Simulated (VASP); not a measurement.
# Cu (P6_3/mmc) in VASP: a series of runs

Runs on Cu. Level: PBEsol. Tasks: relaxation of cell and atoms.

Everything below comes from runs of VASP 6.6.1. Logs are shortened: lines on timing, memory, paths and dates and some standing lists are left out, and cuts for length are marked.

### Step 1. The cell of the first run

It takes space group P6_3/mmc (No. 194, hexagonal). Conventional cell: a = 2.544 Å, b = 2.544 Å, c = 8.313 Å, α = 90.00°, β = 90.00°, γ = 120.00°. Cu (site symmetry -3m) has 12 Cu at 2.54 Å within 3.4 Å. Cu (site symmetry -6m2) has 12 Cu at 2.54 Å within 3.4 Å.

### Step 2. Relaxation of cell and atoms, PBEsol, target pressure -3 GPa, at which the enthalpy is minimised

File INCAR:

```
SYSTEM = Cu
ALGO = Fast ; EDIFF = 1E-7
EDIFFG = -0.008 ; ENCUT = 600
GGA = PS ; IBRION = 2
ISIF = 3 ; ISMEAR = 0
LASPH = .TRUE. ; LCHARG = .FALSE.
LREAL = .FALSE. ; LWAVE = .FALSE.
NELM = 60 ; NSW = 70
PREC = Accurate ; PSTRESS = -30.0
SIGMA = 0.1
```

File KPOINTS:

```
k-points
0
G
  18 18 6
  0 0 0
```

File POSCAR:

```
Cu
1.0
    2.5436801565      0.0000000000      0.0000000000
   -1.2718400783      2.2028916346      0.0000000000
    0.0000000000      0.0000000000      8.3133055040
Cu
4
Direct
    0.0000000000      0.0000000000      0.0000000000
    0.3333333333      0.6666666667      0.2500000000
    0.0000000000      0.0000000000      0.5000000000
    0.6666666667      0.3333333333      0.7500000000
```

Potentials or basis: VASP PAW PBE potentials, release 64 (Cu).

On the command line:

```
> cat potpaw_PBE.64/Cu/POTCAR > POTCAR
> mpirun -np 1 vasp_std > vasp.out
```

OUTCAR:

```text
SYSTEM = Cu
   EDIFF = 1E-7
   EDIFFG = -0.008
   ENCUT = 600
   GGA = PS
   IBRION = 2
   ISIF = 3
   ISMEAR = 0
   LASPH = .TRUE.
   LREAL = .FALSE.
   NELM = 60
   NSW = 70
   PREC = Accurate
   PSTRESS = -30.0

 ion  position               nearest neighbor table
   1  0.000  0.000  0.000-   2 2.54   4 2.54   2 2.54   4 2.54   4 2.54   2 2.54
   2  0.333  0.667  0.250-   1 2.54   3 2.54   1 2.54   3 2.54   1 2.54   3 2.54
   3  0.000  0.000  0.500-   2 2.54   4 2.54   2 2.54   4 2.54   4 2.54   2 2.54
   4  0.667  0.333  0.750-   1 2.54   3 2.54   1 2.54   3 2.54   1 2.54   3 2.54

  LATTYP: Found a hexagonal cell.
 ALAT       =     2.5436801565
 C/A-ratio  =     3.2682196631

  Lattice vectors:

 A1 = (   2.5436801565,   0.0000000000,   0.0000000000)
 A2 = (  -1.2718400783,   2.2028916346,   0.0000000000)
 A3 = (   0.0000000000,   0.0000000000,   8.3133055040)

Analysis of symmetry for initial positions (statically):
=====================================================================
 Subroutine PRICEL returns:
 Original cell was already a primitive cell.

 Routine SETGRP: Setting up the symmetry group for a
 hexagonal supercell.

 Subroutine GETGRP returns: Found 24 space group operations
 (whereof 12 operations were pure point group operations)
 out of a pool of 24 trial point group operations.

The static configuration has the point symmetry D_3d.
 The point group associated with its full space group is D_6h.

Analysis of symmetry for dynamics (positions and initial velocities):
=====================================================================
 Subroutine PRICEL returns:
 Original cell was already a primitive cell.

 Routine SETGRP: Setting up the symmetry group for a
 hexagonal supercell.

 Subroutine GETGRP returns: Found 24 space group operations
 (whereof 12 operations were pure point group operations)
 out of a pool of 24 trial point group operations.

The dynamic configuration has the point symmetry D_3d.
 The point group associated with its full space group is D_6h.

 Subroutine INISYM returns: Found 24 space group operations
 (whereof 12 operations are pure point group operations),
 and found     1 'primitive' translations

----------------------------------------------------------------------------------------

                                     Primitive cell

  volume of cell :      46.5832

  direct lattice vectors                    reciprocal lattice vectors
     2.543680156  0.000000000  0.000000000     0.393131187  0.226974397  0.000000000
    -1.271840078  2.202891635  0.000000000     0.000000000  0.453948794  0.000000000
     0.000000000  0.000000000  8.313305504     0.000000000  0.000000000  0.120289096

  length of vectors
     2.543680156  2.543680156  8.313305504     0.453948794  0.453948794  0.120289096

  position of ions in fractional coordinates (direct lattice)
     0.000000000  0.000000000  0.000000000
     0.333333333  0.666666667  0.250000000
     0.000000000  0.000000000  0.500000000
     0.666666667  0.333333333  0.750000000

  ion indices of the primitive-cell ions
   primitive index   ion index
                 1           1
                 2           2
                 3           3
                 4           4

----------------------------------------------------------------------------------------

 KPOINTS: k-points

Automatic generation of k-mesh.
 Grid dimensions read from file:
 generate k-points for:   18   18    6

 Generating k-lattice:

  Cartesian coordinates                     Fractional coordinates (reciprocal lattice)
     0.021840622  0.012609689  0.000000000     0.055555556  0.000000000  0.000000000
     0.000000000  0.025219377  0.000000000     0.000000000  0.055555556  0.000000000
     0.000000000  0.000000000  0.020048183     0.000000000  0.000000000  0.166666667

  Length of vectors
     0.025219377  0.025219377  0.020048183

  Shift w.r.t. Gamma in fractional coordinates (k-lattice)
     0.000000000  0.000000000  0.000000000

 Subroutine IBZKPT returns following result:
 ===========================================

 Found    148 irreducible k-points:

 Following reciprocal coordinates:
            Coordinates               Weight
  0.000000  0.000000  0.000000      1.000000
  0.055556  0.000000  0.000000      6.000000
  0.111111  0.000000  0.000000      6.000000
  0.166667  0.000000  0.000000      6.000000
  0.222222  0.000000  0.000000      6.000000
  0.277778 -0.000000  0.000000      6.000000
[... 16 lines left out ...]
  0.333333  0.111111  0.000000     12.000000
  0.388889  0.111111  0.000000     12.000000
 [... further k-points ...]
   k-points           NKPTS =    148   k-points in BZ     NKDIM =    148   number of bands    NBANDS=     26
   number of dos      NEDOS =    301   number of ions     NIONS =      4
   total plane-waves  NPLWV =  28000
   dimension x,y,z NGX =    20 NGY =   20 NGZ =   70
   dimension x,y,z NGXF=    40 NGYF=   40 NGZF=  140
   ions per type =               4
   NGX,Y,Z   is equivalent  to a cutoff of  13.07, 13.07, 14.00 a.u.
   NGXF,Y,Z  is equivalent  to a cutoff of  26.14, 26.14, 28.00 a.u.
 SYSTEM =  Cu
   PREC   = accura    normal or accurate (medium, high low for compatibility)
   ISTART =      0    job   : 0-new  1-cont  2-samecut
   ICHARG =      2    charge: 1-file 2-atom 10-const
   ISPIN  =      1    spin polarized calculation?
   LNONCOLLINEAR =      F non collinear calculations
   LSORBIT =      F    spin-orbit coupling
   LASPH  =      T    aspherical Exc in radial PAW
   ENCUT  =  600.0 eV  44.10 Ry    6.64 a.u.   5.08  5.08 16.60*2*pi/ulx,y,z
   NELM   =     60;   NELMIN=  2; NELMDL= -5     # of ELM steps
   EDIFF  = 0.1E-06   stopping-criterion for ELM
   LREAL  =      F    real-space projection
   EDIFFG = -.8E-02   stopping-criterion for IOM
   NSW    =     70    number of steps for IOM
   IBRION =      2    ionic relax: 0-MD 1-quasi-New 2-CG
   NFREE  =      1    steps in history (QN), initial steepest desc. (CG)
   ISIF   =      3    stress and relaxation
   ISYM   =      2    0-nonsym 1-usesym 2-fastsym
   POTIM  = 0.5000    time-step for ionic-motion
   TEBEG  =    0.0;   TEEND  =   0.0 temperature during run
   PSTRESS=  -30.0 pullay stress
   NELECT =      44.0000    total number of electrons
   NUPDOWN=      -1.0000    fix difference up-down
   EMIN   =  10.00;   EMAX   =-10.00  energy-range for DOS
   EFERMI =   0.00;   METHOD = LEGACY
   ISMEAR =     0;   SIGMA  =   0.10  broadening in eV -4-tet -1-fermi 0-gaus
   EFERMI_NEDOS =   21; number of points for ismear=-14 and -15
   IALGO  =     68    algorithm
   IMIX   =      4    mixing-type and parameters
     AMIX     =   0.40;   BMIX     =  1.00
     AMIX_MAG =   1.60;   BMIX_MAG =  1.00
  volume/ion in A,a.u.               =      11.65        78.59
  Fermi-wavevector in a.u.,A,eV,Ry     =   1.606260  3.035392 35.104014  2.580072
  Thomas-Fermi vector in A             =   2.702476
   LORBIT       =      0    0 simple, 1 ext, 2 COOP (PROOUT), +10 PAW based schemes
   GGA     = PS    functional components
   LHFCALC =     F    Hartree Fock is set to
   AEXX    =    0.0000 exact exchange contribution
   IVDW    =     0    specifies the selected vdW correction
   LEPSILON=     F    determine dielectric tensor
   LRPA    =     F    only Hartree local field effects (RPA)
 conjugate gradient relaxation of ions
 non-spin polarized calculation
 RMM-DIIS sequential band-by-band and
 Gauss-broadening in eV      SIGMA  =   0.10
  energy-cutoff  :      600.00
  volume of cell :       46.58
 maximum number of plane-waves:      1576
   NGX = 11   NGY = 11   NGZ = 33

--------------------------------------- Ionic step        1  -------------------------------------------

 number of electron      43.9999993 magnetization

 Free energy of the ion-electron system (eV)
  ---------------------------------------------------
  ext. energy  EPLUGINS =         0.00000000
  ---------------------------------------------------
  free energy    TOTEN  =       -17.20523481 eV

  energy without entropy =      -17.19801184  energy(sigma->0) =      -17.20162332

------------------------ aborting loop because EDIFF is reached ----------------------------------------

  FORCE on cell =-STRESS in cart. coord.  units (eV):
  Direction    XX          YY          ZZ          XY          YZ          ZX
  --------------------------------------------------------------------------------------
  -------------------------------------------------------------------------------------
  Total       -1.0491861     -1.0491861     -1.0672426      0.0000000      0.0000000      0.0000000
  in kB      -36.0855830    -36.0855830    -36.7066167      0.0000000      0.0000000      0.0000000
  external PRESSURE =      -6.2925942 kB  Pullay stress =     -30.0000000 kB

 VOLUME and BASIS-vectors are now :
 -----------------------------------------------------------------------------
  energy-cutoff  :      600.00
  volume of cell :       46.58
      direct lattice vectors                 reciprocal lattice vectors
     2.543680156  0.000000000  0.000000000     0.393131187  0.226974397  0.000000000
    -1.271840078  2.202891635  0.000000000     0.000000000  0.453948794  0.000000000
     0.000000000  0.000000000  8.313305504     0.000000000  0.000000000  0.120289096
[... 50 lines left out ...]
  FREE ENERGIE OF THE ION-ELECTRON SYSTEM (eV)
  ---------------------------------------------------
  free  energy   TOTEN  =       -17.2113181558 eV

  energy  without entropy=      -17.2040992365  energy(sigma->0) =      -17.20770870

  enthalpy is  TOTEN    =       -18.0778049504 eV   P V=       -0.8664867946

--------------------------------------- Ionic step        3  -------------------------------------------

 number of electron      43.9999996 magnetization

 Free energy of the ion-electron system (eV)
  ---------------------------------------------------
  ext. energy  EPLUGINS =         0.00000000
  ---------------------------------------------------
  free energy    TOTEN  =       -17.20958097 eV

  energy without entropy =      -17.20236036  energy(sigma->0) =      -17.20597066

 E-fermi :   7.5753     XC(G=0): -13.0160

 val. band max:        7.5578859972   @ k =   0.3889   0.0556   0.0000
 cond. band min:       7.5790597814   @ k =   0.4444   0.0000   0.0000
 fundamental gap:      0.0211737842
 Fermi energy:         7.5752925194

 k-point     1 :       0.0000    0.0000    0.0000
  band No.  band energies     occupation
      1      -1.8999      2.00000
      2       0.2433      2.00000
      3       0.2515      2.00000
      4       2.4316      2.00000
      5       4.2864      2.00000
      6       4.2899      2.00000
[... 18 lines left out ...]
     25      11.4548      0.00000
     26      20.1882      0.00000
[... 644 lines left out ...]
      4       3.2422      2.00000
      5       3.5675      2.00000
      6       3.5891      2.00000
[... 18 lines left out ...]
     25      13.0474      0.00000
     26      13.1095      0.00000

 [... further k-points ...]
[... 5 lines left out ...]
  --------------------------------------------------------------------------------------
  -------------------------------------------------------------------------------------
  Total       -0.8598611     -0.8598611     -0.8703482      0.0000000      0.0000000     -0.0000000
  in kB      -29.7075777    -29.7075777    -30.0698999      0.0000000      0.0000000     -0.0000000
  external PRESSURE =       0.1716482 kB  Pullay stress =     -30.0000000 kB

 VOLUME and BASIS-vectors are now :
 -----------------------------------------------------------------------------
  energy-cutoff  :      600.00
  volume of cell :       46.37
      direct lattice vectors                 reciprocal lattice vectors
     2.539986516  0.000000000  0.000000000     0.393702877  0.227304462 -0.000000000
    -1.269993258  2.199692848 -0.000000000    -0.000000000  0.454608925 -0.000000000
     0.000000000  0.000000000  8.300001966    -0.000000000  0.000000000  0.120481899

 POSITION                                       TOTAL-FORCE (eV/Angst)
 -----------------------------------------------------------------------------------
      0.00000      0.00000      0.00000        -0.000000      0.000000      0.000000
     -0.00000      1.46646      2.07500        -0.000000      0.000000     -0.000000
      0.00000      0.00000      4.15000        -0.000000      0.000000      0.000000
      1.26999      0.73323      6.22500         0.000000     -0.000000      0.000000
 -----------------------------------------------------------------------------------
    total drift:                                0.000000     -0.000000      0.000000

  FREE ENERGIE OF THE ION-ELECTRON SYSTEM (eV)
  ---------------------------------------------------
  free  energy   TOTEN  =       -17.2095809697 eV

  energy  without entropy=      -17.2023603565  energy(sigma->0) =      -17.20597066

  enthalpy is  TOTEN    =       -18.0779060025 eV   P V=       -0.8683250329

 reached required accuracy - stopping structural energy minimisation
```

It took 7.6 min on 1 thread of AMD EPYC 7R43 (Zen 3), shared host; peak memory 0.25 GiB.

What came out:

| Property | Result |
| --- | --- |
| Free energy | -17.2096 eV |
| Relaxed volume | 11.59 Å³/atom |
| Relaxed cell | a = 2.540 Å, b = 2.540 Å, c = 8.300 Å, α = 90.00°, β = 90.00°, γ = 120.00° |
| Space group after relaxing (to 0.05 Å) | P6_3/mmc (No. 194) |
| Energy change on relaxing (the enthalpy is what falls) | -1.1 meV/atom |
| Ionic steps | 3 |
| Pressure after relaxing | -3.0 GPa |
| Band gap on the k mesh | zero (band 22 reaches 11.01 eV, above the bottom of band 23 at 5.83 eV) |

Step by step:
| step | energy change (eV) | largest force (eV/Å) | pressure (GPa) | volume (Å³) |
| --- | --- | --- | --- | --- |
| 1 | 0.0000 | 0.0000 | -3.63 | 46.58 |
| 2 | -0.0061 | 0.0000 | -2.70 | 46.28 |
| 3 | -0.0043 | 0.0000 | -2.98 | 46.37 |

Final structure:
```xyz
4
Lattice="2.5400 0.0000 0.0000 -1.2700 2.1997 0.0000 0.0000 0.0000 8.3000" Properties=species:S:1:pos:R:3 pbc="T T T"
Cu    0.0000    0.0000    0.0000
Cu    0.0000    1.4665    2.0750
Cu    0.0000    0.0000    4.1500
Cu    1.2700    0.7332    6.2250
```

Caveat: the cell is relaxed towards a set pressure, so the enthalpy falls and the energy may rise; the PAW data sets were made with another functional, which shifts forces and pressure a little.

(Continued in part 2 of 2.)
